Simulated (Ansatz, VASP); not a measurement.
## Two plane-wave programs on H

```xyz
2
Lattice="11.0000 0.0000 0.0000 0.0000 11.5000 0.0000 0.0000 0.0000 12.0000" Properties=species:S:1:pos:R:3 pbc="T T T"
H     5.0000    5.5000    5.5999
H     5.0000    5.5000    6.3501
```

Alike in both runs: functional PBE; dispersion D3(BJ); k mesh 1 × 1 × 1; no spin polarisation.

Ansatz relaxed the structure, and its values are those at the end. VASP's run is a single point on that final structure, the one shown.

|  | VASP | Ansatz |
| --- | --- | --- |
| version | VASP 6.6.1 | Ansatz 0.2.0 |
| potentials or method | VASP PAW PBE potentials, release 64 (H) | scalar-relativistic, plane waves, PAW |
| plane-wave cutoff (eV) | 520 | 420 |
| occupations | gaussian, width 0.01 eV | fixed |
| valence electrons in the cell | 2 | 2 |

```csv
,VASP,Ansatz,Ansatz less VASP
rms of the force components (eV/Å),0.007,0.000,-0.0062
```
